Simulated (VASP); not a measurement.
LiBe:

```xyz
4
Lattice="3.0541 0.0000 0.0000 1.1222 3.1542 0.0000 -1.6496 2.2304 4.9673" Properties=species:S:1:pos:R:3 pbc="T T T"
Li    2.3856    0.2982    0.0970
Li    2.7875    1.8505    1.2756
Be    1.0294    2.7773    2.8826
Be    1.8644    3.1951    1.5426
```

The cell was generated, and may not be a known phase.

```yaml
Program: VASP 6.6.1
Task: relaxation of cell and atoms
Functional: PBE
Potentials_or_basis: VASP PAW PBE potentials, release 64 (Li_sv, Be)
Cutoff: 600 eV
k_mesh: 6 × 6 × 4
Occupations: gaussian, width 0.1 eV
Spin: no spin polarisation
```

At the start: pressure 22.6 GPa; volume 11.96 Å³/atom.

Q: Where does the relaxation end?

A: Over 52 steps the energy falls by 1414.7 meV/atom and the volume is 10.57 Å³/atom (-11.7 %); space group P1 (No. 1, to 0.1 Å) before, P-1 (No. 2, to 0.1 Å).

The path:
| step | energy change (eV) | largest force (eV/Å) | pressure (GPa) | volume (Å³) |
| --- | --- | --- | --- | --- |
| 1 | 0.0000 | 4.7439 | 22.62 | 47.85 |
| 3 | -2.1094 | 2.5071 | 2.22 | 60.59 |
| 5 | -3.1613 | 0.8349 | -5.07 | 70.79 |
| 7 | -3.6389 | 1.0139 | -0.79 | 61.54 |
| 9 | -3.8767 | 1.4628 | 1.96 | 56.69 |
| 11 | -4.0967 | 0.2890 | 0.61 | 55.75 |
| 13 | -4.2062 | 0.2310 | 0.01 | 56.06 |
| 15 | -4.2650 | 0.4567 | -0.49 | 56.32 |
| 17 | -4.3555 | 0.5024 | -0.67 | 54.87 |
| 19 | -4.5191 | 0.7152 | -1.06 | 52.69 |
| 21 | -4.2334 | 2.0748 | 5.94 | 41.31 |
| 23 | -4.7480 | 1.4508 | 1.67 | 44.06 |
| 25 | -4.8185 | 1.3835 | 0.43 | 45.51 |
| 27 | -4.8528 | 1.3138 | 0.84 | 44.54 |
| 29 | -4.9658 | 1.1629 | 0.45 | 44.63 |
| 31 | -5.2079 | 0.7556 | -0.11 | 44.88 |
| 33 | -5.2448 | 0.6215 | -0.48 | 44.90 |
| 35 | -5.3082 | 0.8243 | -2.58 | 44.90 |
| 37 | -5.3811 | 0.4388 | -1.05 | 43.87 |
| 39 | -5.3335 | 1.2468 | 8.41 | 38.24 |
| 41 | -5.4712 | 0.6190 | 2.24 | 41.21 |
| 43 | -5.5525 | 0.6166 | 3.02 | 40.22 |
| 45 | -5.6171 | 0.4045 | -0.74 | 42.53 |
| 47 | -5.6428 | 0.2467 | -0.03 | 42.16 |
| 49 | -5.6565 | 0.0583 | 0.02 | 42.30 |
| 51 | -5.6583 | 0.0422 | 0.06 | 42.33 |
| 52 | -5.6590 | 0.0388 | 0.32 | 42.27 |

Final structure:
```
Li Be
1.0
     2.20405   -0.35299   -0.36881
     0.44596    3.49090   -0.91417
    -2.03417    1.79104    5.37836
Li Be
2 2
Direct
  0.51941 0.93784 0.89801
  0.79633 0.43596 0.18530
  0.55208 0.43967 0.63013
  0.76113 0.93589 0.45375
```

Caveat: the k points lie up to 0.46 Å⁻¹ apart in the final cell, too coarse for converged energies and pressures of a metal; the cutoff is under 1.25 times the usual one of these potentials, so pressure, stress and relaxed cells hold a basis-set (Pulay) error; a cell axis changed by over 15 % at a fixed basis, so the end point is rough.
